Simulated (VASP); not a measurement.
A run of VASP 6.6.1 is set up as follows.

INCAR

```
SYSTEM = InAs
PREC     = Accurate       ! precision mode
ENCUT    = 520            ! plane-wave cutoff, eV
EDIFF    = 1E-6           ! SCF threshold, eV
ISMEAR   = 0              ! smearing method
SIGMA    = 0.15           ! smearing width, eV
LREAL    = .False.        ! projectors in reciprocal space
LASPH    = .True.         ! aspherical terms in the spheres
NELM     = 80             ! most SCF steps
ALGO     = Normal         ! electronic algorithm
ISIF     = 2              ! what is computed and relaxed
LWAVE    = .False.        ! write WAVECAR
LCHARG   = .True.         ! write CHGCAR
GGA      = PS             ! functional
LELF     = .True.         ! ELF
LVHAR    = .True.       
NBANDS   = 16             ! bands
```

KPOINTS

```
regular mesh
0
Gamma
  18 18 18
  0 0 0
```

File POSCAR:

```
InAs
1.0
    0.0000000000      3.1350449504      3.0893889560
    3.1350449504      0.0000000000      3.0893889560
    3.1350449504      3.1350449504      0.0000000000
In As
1 1
Direct
    0.0000000000      0.0000000000      0.0000000000
    0.7500000000      0.7500000000      0.7500000000
```

Potentials or basis: VASP PAW PBE potentials, release 64 (In_d, As).

The run is started by

```bash
$ cat potpaw_PBE.64/In_d/POTCAR potpaw_PBE.64/As/POTCAR > POTCAR
$ mpirun -np 1 vasp_std > vasp.out
```

Question: What does it give for the pressure?

Answer: -3.4 GPa.

Question: Predict the band gap on the k mesh.

Answer: 0.06 eV (least direct gap 0.06 eV).

Stress tensor (GPa, compression positive):
```
-3.58  0.00  0.00
 0.00 -3.58  0.00
 0.00  0.00 -3.07
```

Caveat: the cell differs from its parent crystal (strain +0.030 along x and y, +0.015 along z); the cell stands under tension; the smearing spreads over this small gap; semilocal functionals underestimate gaps, and a narrow one can read as zero; the PAW data sets were made with another functional, which shifts forces and pressure a little; spin-orbit coupling is left out, which moves the levels of the heavy elements. A k mesh can miss the band edges.
